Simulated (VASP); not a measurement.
# Fe3Ge (Pm-3m) in VASP: a series of runs

Fe3Ge is run at these levels: r2SCAN; tasks: single point.

All numbers are computed with VASP 6.6.1; they aren't measurements. Logs are shortened: lines on timing, memory, paths and dates and some standing lists are left out, and cuts for length are marked.

## Step 1: The cell of the first run

The structure is cubic, space group Pm-3m (No. 221). The conventional cell has a = 3.661 Å, b = 3.661 Å, c = 3.661 Å, α = 90.00°, β = 90.00°, γ = 90.00°. Fe (site symmetry 4/mmm) has 8 Fe at 2.59 Å and 4 Ge at 2.59 Å within 3.4 Å. Within 3.4 Å of Ge (site symmetry m-3m) lie 12 Fe at 2.59 Å.

## Step 2: Single point, r2SCAN, collinear spin, ferromagnetic start

The input, POSCAR:

```
Fe3Ge
1.0
    3.6605005200      0.0000000000      0.0000000000
    0.0000000000      3.6605005200      0.0000000000
    0.0000000000      0.0000000000      3.6605005200
Fe Ge
3 1
Direct
    0.0000000000      0.5000000000      0.5000000000
    0.5000000000      0.5000000000      0.0000000000
    0.5000000000      0.0000000000      0.5000000000
    0.0000000000      0.0000000000      0.0000000000
```

The input, INCAR.step1:

```
PREC = Accurate
ENCUT = 520
ISMEAR = -1
SIGMA = 0.1
LREAL = False
LASPH = True
NELM = 150
ISPIN = 2
MAGMOM = 3.5 3.5 3.5 0
LMAXMIX = 4
NBANDS = 31
GGA = PE
ALGO = Normal
EDIFF = 1E-4
LWAVE = True
LCHARG = False
```

The input, INCAR.step2:

```
PREC = Accurate
ENCUT = 520
EDIFF = 1E-7
ISMEAR = -1
SIGMA = 0.1
LREAL = False
LASPH = True
NELM = 150
ALGO = Normal
ISIF = 2
LWAVE = False
LCHARG = True
ISPIN = 2
MAGMOM = 3.5 3.5 3.5 0
LORBIT = 11
LMAXMIX = 4
METAGGA = R2SCAN
LMIXTAU = True
LELF = True
LVHAR = True
NBANDS = 31
ISTART = 1
```

The input, KPOINTS:

```
Automatic mesh
0
Gamma
  4 4 4
```

Potentials or basis: VASP PAW PBE potentials, release 64 (Fe, Ge_d).

Started as:

```console
$ cat potpaw_PBE.64/Fe/POTCAR potpaw_PBE.64/Ge_d/POTCAR > POTCAR
$ cp INCAR.step1 INCAR
$ mpirun -np 1 vasp_std > vasp.out
$ cp INCAR.step2 INCAR
$ mpirun -np 1 vasp_std > vasp.out
```

OUTCAR:

```text
PREC = Accurate
   ENCUT = 520
   EDIFF = 1E-7
   ISMEAR = -1
   LREAL = False
   LASPH = True
   NELM = 150
   ISIF = 2
   ISPIN = 2
   LORBIT = 11
   METAGGA = R2SCAN
   ISTART = 1

 ion  position               nearest neighbor table
   1  0.000  0.500  0.500-   2 2.59   3 2.59   4 2.59   2 2.59   4 2.59   3 2.59   4 2.59   4 2.59
                             2 2.59   3 2.59   2 2.59   3 2.59
   2  0.500  0.500  0.000-   1 2.59   3 2.59   4 2.59   1 2.59   3 2.59   3 2.59   4 2.59   3 2.59
                             1 2.59   4 2.59   1 2.59   4 2.59
   3  0.500  0.000  0.500-   1 2.59   2 2.59   4 2.59   2 2.59   4 2.59   1 2.59   2 2.59   2 2.59
                             1 2.59   4 2.59   4 2.59   1 2.59
   4  0.000  0.000  0.000-   1 2.59   2 2.59   3 2.59   1 2.59   3 2.59   1 2.59   2 2.59   1 2.59
                             2 2.59   3 2.59   3 2.59   2 2.59

  LATTYP: Found a simple cubic cell.
 ALAT       =     3.6605005200

  Lattice vectors:

 A1 = (   3.6605005200,   0.0000000000,   0.0000000000)
 A2 = (   0.0000000000,   3.6605005200,   0.0000000000)
 A3 = (   0.0000000000,   0.0000000000,   3.6605005200)

Analysis of symmetry for initial positions (statically):
=====================================================================
 Subroutine PRICEL returns:
 Original cell was already a primitive cell.

 Routine SETGRP: Setting up the symmetry group for a
 simple cubic supercell.

 Subroutine GETGRP returns: Found 48 space group operations
 (whereof 48 operations were pure point group operations)
 out of a pool of 48 trial point group operations.

The static configuration has the point symmetry O_h .

Analysis of symmetry for dynamics (positions and initial velocities):
=====================================================================
 Subroutine PRICEL returns:
 Original cell was already a primitive cell.

 Routine SETGRP: Setting up the symmetry group for a
 simple cubic supercell.

 Subroutine GETGRP returns: Found 48 space group operations
 (whereof 48 operations were pure point group operations)
 out of a pool of 48 trial point group operations.

The dynamic configuration has the point symmetry O_h .

Analysis of structural, dynamic, and magnetic symmetry:
=====================================================================
 Subroutine PRICEL returns:
 Original cell was already a primitive cell.

 Routine SETGRP: Setting up the symmetry group for a
 simple cubic supercell.

 Subroutine GETGRP returns: Found 48 space group operations
 (whereof 48 operations were pure point group operations)
 out of a pool of 48 trial point group operations.

The overall configuration has the point symmetry O_h .

 Subroutine INISYM returns: Found 48 space group operations
 (whereof 48 operations are pure point group operations),
 and found     1 'primitive' translations

----------------------------------------------------------------------------------------

                                     Primitive cell

  volume of cell :      49.0480

  direct lattice vectors                    reciprocal lattice vectors
     3.660500520  0.000000000  0.000000000     0.273186684  0.000000000  0.000000000
     0.000000000  3.660500520  0.000000000     0.000000000  0.273186684  0.000000000
     0.000000000  0.000000000  3.660500520     0.000000000  0.000000000  0.273186684

  length of vectors
     3.660500520  3.660500520  3.660500520     0.273186684  0.273186684  0.273186684

  position of ions in fractional coordinates (direct lattice)
     0.000000000  0.500000000  0.500000000
     0.500000000  0.500000000  0.000000000
     0.500000000  0.000000000  0.500000000
     0.000000000  0.000000000  0.000000000

  ion indices of the primitive-cell ions
   primitive index   ion index
                 1           1
                 2           2
                 3           3
                 4           4

----------------------------------------------------------------------------------------

 KPOINTS: Automatic mesh

Automatic generation of k-mesh.
 Grid dimensions read from file:
 generate k-points for:    4    4    4

 Generating k-lattice:

  Cartesian coordinates                     Fractional coordinates (reciprocal lattice)
     0.068296671  0.000000000  0.000000000     0.250000000  0.000000000  0.000000000
     0.000000000  0.068296671  0.000000000     0.000000000  0.250000000  0.000000000
     0.000000000  0.000000000  0.068296671     0.000000000  0.000000000  0.250000000

  Length of vectors
     0.068296671  0.068296671  0.068296671

  Shift w.r.t. Gamma in fractional coordinates (k-lattice)
     0.000000000  0.000000000  0.000000000

 Subroutine IBZKPT returns following result:
 ===========================================

 Found     10 irreducible k-points:

 Following reciprocal coordinates:
            Coordinates               Weight
  0.000000  0.000000  0.000000      1.000000
  0.250000  0.000000  0.000000      6.000000
  0.500000  0.000000  0.000000      3.000000
  0.250000  0.250000  0.000000     12.000000
  0.500000  0.250000  0.000000     12.000000
  0.500000  0.500000  0.000000      3.000000
  0.250000  0.250000  0.250000      8.000000
  0.500000  0.250000  0.250000     12.000000
  0.500000  0.500000  0.250000      6.000000
  0.500000  0.500000  0.500000      1.000000
   k-points           NKPTS =     10   k-points in BZ     NKDIM =     10   number of bands    NBANDS=     31
   number of dos      NEDOS =    301   number of ions     NIONS =      4
   total plane-waves  NPLWV =  21952
   dimension x,y,z NGX =    28 NGY =   28 NGZ =   28
   dimension x,y,z NGXF=    56 NGYF=   56 NGZF=   56
   ions per type =               3   1
   NGX,Y,Z   is equivalent  to a cutoff of  12.72, 12.72, 12.72 a.u.
   NGXF,Y,Z  is equivalent  to a cutoff of  25.43, 25.43, 25.43 a.u.
 SYSTEM =  unknown system
   PREC   = accura    normal or accurate (medium, high low for compatibility)
   ISTART =      1    job   : 0-new  1-cont  2-samecut
   ICHARG =      0    charge: 1-file 2-atom 10-const
   ISPIN  =      2    spin polarized calculation?
   LNONCOLLINEAR =      F non collinear calculations
   LSORBIT =      F    spin-orbit coupling
   LASPH  =      T    aspherical Exc in radial PAW
   ENCUT  =  520.0 eV  38.22 Ry    6.18 a.u.   6.81  6.81  6.81*2*pi/ulx,y,z
   NELM   =    150;   NELMIN=  2; NELMDL=  0     # of ELM steps
   EDIFF  = 0.1E-06   stopping-criterion for ELM
   LREAL  =      F    real-space projection
   EDIFFG = 0.1E-05   stopping-criterion for IOM
   NSW    =      0    number of steps for IOM
   IBRION =     -1    ionic relax: 0-MD 1-quasi-New 2-CG
   NFREE  =      0    steps in history (QN), initial steepest desc. (CG)
   ISIF   =      2    stress and relaxation
   ISYM   =      2    0-nonsym 1-usesym 2-fastsym
   POTIM  = 0.5000    time-step for ionic-motion
   TEBEG  =    0.0;   TEEND  =   0.0 temperature during run
   PSTRESS=    0.0 pullay stress
   NELECT =      38.0000    total number of electrons
   NUPDOWN=      -1.0000    fix difference up-down
   EMIN   =  10.00;   EMAX   =-10.00  energy-range for DOS
   EFERMI =   0.00;   METHOD = LEGACY
   ISMEAR =    -1;   SIGMA  =   0.10  broadening in eV -4-tet -1-fermi 0-gaus
   EFERMI_NEDOS =   21; number of points for ismear=-14 and -15
   IALGO  =     38    algorithm
   IMIX   =      4    mixing-type and parameters
     AMIX     =   0.40;   BMIX     =  1.00
     AMIX_MAG =   1.60;   BMIX_MAG =  1.00
  volume/ion in A,a.u.               =      12.26        82.75
  Fermi-wavevector in a.u.,A,eV,Ry     =   1.503588  2.841370 30.759742  2.260777
  Thomas-Fermi vector in A             =   2.614679
   LORBIT       =     11    0 simple, 1 ext, 2 COOP (PROOUT), +10 PAW based schemes
   METAGGA = R2SCAN    functional components
   LHFCALC =     F    Hartree Fock is set to
   AEXX    =    0.0000 exact exchange contribution
   IVDW    =     0    specifies the selected vdW correction
   LEPSILON=     F    determine dielectric tensor
   LRPA    =     F    only Hartree local field effects (RPA)
 spin polarized calculation
  energy-cutoff  :      520.00
  volume of cell :       49.05
 maximum number of plane-waves:      1357
 NGX is ok and might be reduce to    28
   NGX = 13   NGY = 13   NGZ = 13

 number of electron      38.0000021 magnetization       7.7499903

 Free energy of the ion-electron system (eV)
  ---------------------------------------------------
  ext. energy  EPLUGINS =         0.00000000
  ---------------------------------------------------
  free energy    TOTEN  =       -57.34592129 eV

  energy without entropy =      -57.29859419  energy(sigma->0) =      -57.32225774

 E-fermi :   7.3476     XC(G=0): -14.1099

 val. band max:        7.2040331369   @ k =   0.5000   0.0000   0.0000
 cond. band min:       7.3557950934   @ k =   0.5000   0.2500   0.2500
 fundamental gap:      0.1517619565
 Fermi energy:         7.3475607993

 spin component 1

 k-point     1 :       0.0000    0.0000    0.0000
  band No.  band energies     occupation
      1     -18.0981      1.00000
      2     -18.0981      1.00000
      3     -18.0940      1.00000
      4     -18.0940      1.00000
      5     -18.0940      1.00000
      6      -5.2899      1.00000
[... 329 lines left out ...]
     30      23.6057      0.00000
     31      23.6057      0.00000
 Fermi energy:         7.3475607993

 spin component 2

 k-point     1 :       0.0000    0.0000    0.0000
  band No.  band energies     occupation
      1     -18.1234      1.00000
      2     -18.1234      1.00000
      3     -18.1141      1.00000
      4     -18.1141      1.00000
      5     -18.1141      1.00000
      6      -5.6165      1.00000
[... 329 lines left out ...]
     30      23.8113      0.00000
     31      23.8113      0.00000

------------------------ aborting loop because EDIFF is reached ----------------------------------------

  FORCE on cell =-STRESS in cart. coord.  units (eV):
  Direction    XX          YY          ZZ          XY          YZ          ZX
  --------------------------------------------------------------------------------------
  -------------------------------------------------------------------------------------
  Total        0.0692693      0.0692693      0.0692693     -0.0000000     -0.0000000      0.0000000
  in kB        2.2627169      2.2627169      2.2627169     -0.0000000     -0.0000000      0.0000000
  external PRESSURE =       2.2627169 kB  Pullay stress =       0.0000000 kB

 VOLUME and BASIS-vectors are now :
 -----------------------------------------------------------------------------
  energy-cutoff  :      520.00
  volume of cell :       49.05
      direct lattice vectors                 reciprocal lattice vectors
     3.660500520  0.000000000  0.000000000     0.273186684  0.000000000  0.000000000
     0.000000000  3.660500520  0.000000000     0.000000000  0.273186684  0.000000000
     0.000000000  0.000000000  3.660500520     0.000000000  0.000000000  0.273186684

 POSITION                                       TOTAL-FORCE (eV/Angst)
 -----------------------------------------------------------------------------------
      0.00000      1.83025      1.83025         0.000000      0.000000      0.000000
      1.83025      1.83025      0.00000         0.000000      0.000000      0.000000
      1.83025      0.00000      1.83025         0.000000      0.000000      0.000000
      0.00000      0.00000      0.00000         0.000000      0.000000      0.000000
 -----------------------------------------------------------------------------------
    total drift:                               -0.000000      0.000000      0.000000

  FREE ENERGIE OF THE ION-ELECTRON SYSTEM (eV)
  ---------------------------------------------------
  free  energy   TOTEN  =       -57.3459212947 eV

  energy  without entropy=      -57.2985941877  energy(sigma->0) =      -57.32225774

 total charge

# of ion       s       p       d       tot
------------------------------------------
    1        0.436   0.531   6.227   7.194
    2        0.436   0.531   6.227   7.194
    3        0.436   0.531   6.227   7.194
    4        1.067   1.353  10.096  12.515
--------------------------------------------------
tot          2.373   2.947  28.776  34.096

 magnetization (x)

# of ion       s       p       d       tot
------------------------------------------
    1        0.006  -0.032   2.714   2.688
    2        0.006  -0.032   2.714   2.688
    3        0.006  -0.032   2.714   2.688
    4        0.000  -0.164  -0.005  -0.169
--------------------------------------------------
tot          0.017  -0.259   8.137   7.895
```

Wall time 1.8 min (1 thread of Intel Xeon Platinum 8488C (Sapphire Rapids), shared host); peak memory 0.2 GiB.

Results:

```yaml
Free_energy: -57.3459 eV
Pressure: 0.2 GPa
Net_moment: 7.75 μB per cell
Site_moments: Fe +2.69; Ge -0.17 μB
Valence_electrons_inside_the_program's_atomic_spheres: Fe 7.19; Ge 12.52
```

Caveat: the k points lie up to 0.43 Å⁻¹ apart; the PAW data sets were made with another functional, which shifts forces and pressure a little.

## Step 3: Single point, r2SCAN, collinear spin, ferromagnetic start

POSCAR is that of step 2.

The input, INCAR.step1:

```
SYSTEM = Fe3Ge
PREC = Accurate
ENCUT = 520
ISMEAR = -1
SIGMA = 0.1
LREAL = .FALSE.
LASPH = .TRUE.
NELM = 150
ISPIN = 2
MAGMOM = 3.5 3.5 3.5 0
LMAXMIX = 4
NBANDS = 31
GGA = PE
ALGO = Normal
EDIFF = 1E-4
LWAVE = .TRUE.
LCHARG = .FALSE.
```

The input, INCAR.step2:

```
SYSTEM = Fe3Ge
PREC = Accurate
ENCUT = 520
EDIFF = 1E-7
ISMEAR = -1
SIGMA = 0.1
LREAL = .FALSE.
LASPH = .TRUE.
NELM = 150
ALGO = Normal
ISIF = 2
LWAVE = .FALSE.
LCHARG = .FALSE.
ISPIN = 2
MAGMOM = 3.5 3.5 3.5 0
LORBIT = 11
LMAXMIX = 4
METAGGA = R2SCAN
LMIXTAU = .TRUE.
NBANDS = 31
ISTART = 1
```

The input, KPOINTS:

```
regular mesh
0
G
  4 4 4
  0 0 0
```

Potentials or basis: VASP PAW PBE potentials, release 64 (Fe, Ge_d).

Started as:

```console
$ cat potpaw_PBE.64/Fe/POTCAR potpaw_PBE.64/Ge_d/POTCAR > POTCAR
$ cp INCAR.step1 INCAR
$ mpirun -np 1 vasp_std > vasp.out
$ cp INCAR.step2 INCAR
$ mpirun -np 1 vasp_std > vasp.out
```

Wall time 2.1 min (1 thread of Intel Xeon Platinum 8488C (Sapphire Rapids), shared host); peak memory 0.2 GiB.

Results (log left out):

```yaml
Free_energy: -57.3459 eV
Pressure: 0.2 GPa
Net_moment: 7.75 μB per cell
Site_moments: Fe +2.69; Ge -0.17 μB
Valence_electrons_inside_the_program's_atomic_spheres: Fe 7.19; Ge 12.52
```

Levels at points of the mesh, in eV from the Fermi level:
Spin up:
| k point | band 21 | band 22 | band 23 | band 24 | band 25 | band 26 |
| --- | --- | --- | --- | --- | --- | --- |
| (0.00, 0.00, 0.00) | -1.26 | -1.16 | -1.16 | -1.16 | 2.96 | 6.36 |
| (0.50, 0.00, 0.00) | -2.22 | -1.16 | 2.83 | 2.83 | 4.04 | 5.39 |
| (0.50, 0.50, 0.00) | -2.28 | -2.18 | -0.50 | -0.50 | 4.79 | 5.77 |
| (0.50, 0.50, 0.50) | -1.49 | -1.49 | -1.49 | -0.76 | -0.66 | 3.80 |
Spin down:
| k point | band 11 | band 12 | band 13 | band 14 | band 15 | band 16 | band 17 | band 18 | band 19 | band 20 |
| --- | --- | --- | --- | --- | --- | --- | --- | --- | --- | --- |
| (0.00, 0.00, 0.00) | -2.32 | -2.32 | -1.50 | -1.50 | -1.50 | 0.95 | 0.95 | 0.95 | 2.00 | 2.16 |
| (0.50, 0.00, 0.00) | -1.92 | -1.57 | -0.99 | -0.99 | -0.14 | 0.42 | 0.64 | 0.64 | 0.91 | 1.30 |
| (0.50, 0.50, 0.00) | -1.81 | -1.33 | -1.33 | -0.75 | -0.75 | 0.38 | 0.90 | 0.99 | 0.99 | 1.10 |
| (0.50, 0.50, 0.50) | -3.55 | -3.55 | -1.11 | -0.55 | -0.55 | -0.55 | 1.37 | 1.37 | 1.37 | 1.52 |

Caveat: the k points lie up to 0.43 Å⁻¹ apart; the PAW data sets were made with another functional, which shifts forces and pressure a little.
